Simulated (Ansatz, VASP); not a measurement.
# SiO2 in VASP and in Ansatz

```
CELL_PARAMETERS angstrom
-5.03922 5.03922 5.03922
5.03922 -5.03922 5.03922
5.03922 5.03922 -5.03922
ATOMIC_POSITIONS crystal
Si 0.31298 0.31298 0.31298
Si 0.00000 0.31298 0.00000
Si 0.00000 0.00000 0.31298
Si 0.31298 0.00000 0.00000
Si 0.00000 0.00000 0.68702
Si 0.68702 0.00000 0.00000
Si 0.00000 0.68702 0.00000
Si 0.68702 0.68702 0.68702
O 0.50000 0.50000 0.50000
O 0.00000 0.50000 0.00000
O 0.00000 0.00000 0.50000
O 0.50000 0.00000 0.00000
O 0.18632 0.18632 0.37265
O 0.18632 0.37265 0.18632
O 0.81368 0.00000 0.18632
O 0.00000 0.81368 0.18632
O 0.37265 0.18632 0.18632
O 0.18632 0.81368 0.00000
O 0.81368 0.18632 0.00000
O 0.18632 0.00000 0.81368
O 0.62735 0.81368 0.81368
O 0.81368 0.62735 0.81368
O 0.00000 0.18632 0.81368
O 0.81368 0.81368 0.62735
```

Alike in both runs: functional r2SCAN; k mesh 4 × 4 × 4; occupations gaussian, width 0.02 eV; no spin polarisation.

Ansatz relaxed the structure, and its values are those at the end. VASP's run is a single point on that final structure, the one shown.

```csv
,VASP,Ansatz
version,VASP 6.6.1,Ansatz 0.2.0
potentials or method,"VASP PAW PBE potentials, release 64 (Si, O), cutoff 520 eV","scalar-relativistic, plane waves, PAW"
valence electrons in the cell,128,128
```

|  | VASP | Ansatz | Ansatz less VASP |
| --- | --- | --- | --- |
| gap on the k mesh at the Fermi level (eV) | 6.10 | 6.10 | +0.002 |
| least direct gap on the mesh (eV) | 6.10 | 6.10 | +0.002 |
| pressure (GPa) | -5.4 | -5.5 | -0.10 |
| rms of the force components (eV/Å) | 0.026 | 0.003 | -0.0229 |

VASP's potentials were made for PBE, not for r2SCAN. The functional is the same, so the differences come from potentials, cutoffs and numerics. Ansatz's warnings: stress scf threshold loose.
